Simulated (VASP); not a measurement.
# BN (P6_3mc) in VASP: further runs, part 2 of 2

VASP 6.6.1.

## 3. Band structure, SCAN

Contents of INCAR:

```
METAGGA = SCAN
ISMEAR = 0
SIGMA = 0.03
LWAVE = F
LCHARG = F
NBANDS = 32
PREC = Accurate
LASPH = T
LREAL = F
ALGO = Normal
EDIFF = 1E-7
NELM = 120
GGA_COMPAT = F
ENCUT = 640
EFERMI = MIDGAP
LMIXTAU = T
```

Contents of KPOINTS:

```
Automatic mesh
0
Gamma
  15 15 8
  0 0 0
```

Contents of KPOINTS_OPT:

```
path GMKGALHA,LM,KH
32
line-mode
reciprocal
 0.0000000000  0.0000000000  0.0000000000  G
 0.5000000000  0.0000000000  0.0000000000  M

 0.5000000000  0.0000000000  0.0000000000  M
 0.3333333333  0.3333333333  0.0000000000  K

 0.3333333333  0.3333333333  0.0000000000  K
 0.0000000000  0.0000000000  0.0000000000  G

 0.0000000000  0.0000000000  0.0000000000  G
 0.0000000000  0.0000000000  0.5000000000  A

 0.0000000000  0.0000000000  0.5000000000  A
 0.5000000000  0.0000000000  0.5000000000  L

 0.5000000000  0.0000000000  0.5000000000  L
 0.3333333333  0.3333333333  0.5000000000  H

 0.3333333333  0.3333333333  0.5000000000  H
 0.0000000000  0.0000000000  0.5000000000  A

 0.5000000000  0.0000000000  0.5000000000  L
 0.5000000000  0.0000000000  0.0000000000  M

 0.3333333333  0.3333333333  0.0000000000  K
 0.3333333333  0.3333333333  0.5000000000  H
```

Contents of POSCAR:

```
BN
1.0
    2.5539396017      0.0000000000      0.0000000000
   -1.2769698009      2.2117765748      0.0000000000
    0.0000000000      0.0000000000      4.2268550000
N B
2 2
Direct
    0.3333333333      0.6666666667      0.1252760000
    0.6666666667      0.3333333333      0.6252760000
    0.3333333333      0.6666666667      0.4997240000
    0.6666666667      0.3333333333      0.9997240000
```

Potentials or basis: VASP PAW PBE potentials, release 64 (N, B).

Command:

```console
> cat potpaw_PBE.64/N/POTCAR potpaw_PBE.64/B/POTCAR > POTCAR
> mpirun -np 1 vasp_std > vasp.out
```

OUTCAR:

```text
METAGGA = SCAN
   ISMEAR = 0
   PREC = Accurate
   LASPH = T
   LREAL = F
   EDIFF = 1E-7
   NELM = 120
   ENCUT = 640
   EFERMI = MIDGAP

 ion  position               nearest neighbor table
   1  0.333  0.667  0.125-   4 1.57   4 1.57   4 1.57   3 1.58
   2  0.667  0.333  0.625-   3 1.57   3 1.57   3 1.57   4 1.58
   3  0.333  0.667  0.500-   2 1.57   2 1.57   2 1.57   1 1.58
   4  0.667  0.333  1.000-   1 1.57   1 1.57   1 1.57   2 1.58

  LATTYP: Found a hexagonal cell.
 ALAT       =     2.5539396017
 C/A-ratio  =     1.6550332659

  Lattice vectors:

 A1 = (   2.5539396017,   0.0000000000,   0.0000000000)
 A2 = (  -1.2769698009,   2.2117765748,   0.0000000000)
 A3 = (   0.0000000000,   0.0000000000,   4.2268550000)

Analysis of symmetry for initial positions (statically):
=====================================================================
 Subroutine PRICEL returns:
 Original cell was already a primitive cell.

 Routine SETGRP: Setting up the symmetry group for a
 hexagonal supercell.

[... 178 lines left out ...]

 E-fermi :  10.0928     XC(G=0): -13.5936

 val. band max:        7.2345268294   @ k =   0.0000   0.0000   0.0000
 cond. band min:      12.9511475142   @ k =   0.3333   0.3333   0.0000
 fundamental gap:      5.7166206848
 Fermi energy:        10.0928371718

 k-point     1 :       0.0000    0.0000    0.0000
  band No.  band energies     occupation
      1     -14.1456      2.00000
      2      -9.9849      2.00000
      3      -3.9810      2.00000
      4       5.0498      2.00000
      5       5.0498      2.00000
      6       6.9579      2.00000
[... 541 lines left out ...]
     19      30.8203      0.00000
     20      31.3764      0.00000

 [... further k-points ...]

 [bands above 20 left out]

------------------------ aborting loop because EDIFF is reached ----------------------------------------

  FORCE on cell =-STRESS in cart. coord.  units (eV):
  Direction    XX          YY          ZZ          XY          YZ          ZX
  --------------------------------------------------------------------------------------
  -------------------------------------------------------------------------------------
  Total       -0.8024213     -0.8024213     -0.8734381      0.0000000      0.0000000      0.0000000
  in kB      -53.8448048    -53.8448048    -58.6102405      0.0000000      0.0000000      0.0000000
  external PRESSURE =     -55.4332833 kB  Pullay stress =       0.0000000 kB

 VOLUME and BASIS-vectors are now :
 -----------------------------------------------------------------------------
  energy-cutoff  :      640.00
  volume of cell :       23.88
      direct lattice vectors                 reciprocal lattice vectors
     2.553939602  0.000000000  0.000000000     0.391551938  0.226062617  0.000000000
    -1.276969801  2.211776575  0.000000000     0.000000000  0.452125233  0.000000000
     0.000000000  0.000000000  4.226855000     0.000000000  0.000000000  0.236582518

 POSITION                                       TOTAL-FORCE (eV/Angst)
 -----------------------------------------------------------------------------------
     -0.00000      1.47452      0.52952         0.000000     -0.000000     -0.022222
      1.27697      0.73726      2.64295        -0.000000      0.000000     -0.022222
     -0.00000      1.47452      2.11226         0.000000      0.000000      0.022222
      1.27697      0.73726      4.22569        -0.000000      0.000000      0.022222
 -----------------------------------------------------------------------------------
    total drift:                               -0.000000      0.000000     -0.023223

  FREE ENERGIE OF THE ION-ELECTRON SYSTEM (eV)
  ---------------------------------------------------
  free  energy   TOTEN  =       -39.0080788356 eV

  energy  without entropy=      -39.0080788356  energy(sigma->0) =      -39.00807884
```

stdout:

```text
POSCAR found type information on POSCAR N B
 POSCAR found :  2 types and       4 ions
 scaLAPACK will be used
 -----------------------------------------------------------------------------
|                                                                             |
|                                                                             |
|     You enforced a specific xc type in the INCAR file but a different       |
|     I HOPE YOU KNOW WHAT YOU ARE DOING!                                     |
|                                                                             |
 -----------------------------------------------------------------------------

 LDA part: xc-table for (None), standard interpolation
 POSCAR, INCAR and KPOINTS ok, starting setup
 FFT: planning ... GRIDC
 FFT: planning ... GRID_SOFT
 FFT: planning ... GRID
 WAVECAR not read
 entering main loop
 Start KPOINTS_OPT (optional k-point list driver)
k-point batch [1-135\288]
k-point batch [136-270\288]
k-point batch [271-288\288]
```

Run time: 8.2 min. Hardware: 1 thread of Intel Xeon 6975P-C (Granite Rapids), shared host; peak memory 0.29 GiB.

What came out:

- Free energy: -39.0081 eV
- Pressure: -5.5 GPa
- Largest force: 0.022 eV/Å
- Band gap on the k mesh: 5.72 eV (least direct gap 8.87 eV)
- Band gap along the path: 5.72 eV (least direct gap 8.86 eV)

Forces in eV/Å, atoms in the order of the input:
```
N    0.000  0.000 -0.022
N    0.000  0.000 -0.022
B    0.000  0.000  0.022
B    0.000  0.000  0.022
```

Levels at the corners of the path, in eV from the valence-band top:
```tsv
point	band 6	band 7	band 8	band 9	band 10	band 11
Γ	-0.28	0.00	0.00	8.98	8.98	9.18
M	-5.13	-4.48	-2.18	7.24	8.53	11.27
M	-5.13	-4.48	-2.18	7.24	8.53	11.27
K	-5.58	-5.57	-5.57	5.72	14.24	14.24
K	-5.58	-5.57	-5.57	5.72	14.24	14.24
Γ	-0.28	0.00	0.00	8.98	8.98	9.18
Γ	-0.28	0.00	0.00	8.98	8.98	9.18
A	-1.21	-1.21	-1.21	10.10	10.10	10.58
A	-1.21	-1.21	-1.21	10.10	10.10	10.58
L	-3.88	-3.70	-3.70	7.12	7.12	10.62
L	-3.88	-3.70	-3.70	7.12	7.12	10.62
H	-7.89	-3.13	-3.13	9.90	9.90	10.86
H	-7.89	-3.13	-3.13	9.90	9.90	10.86
A	-1.21	-1.21	-1.21	10.10	10.10	10.58
L	-3.88	-3.70	-3.70	7.12	7.12	10.62
M	-5.13	-4.48	-2.18	7.24	8.53	11.27
K	-5.58	-5.57	-5.57	5.72	14.24	14.24
H	-7.89	-3.13	-3.13	9.90	9.90	10.86
```

Caveat: the cell stands under tension; the PAW data sets were made with another functional, which shifts forces and pressure a little.
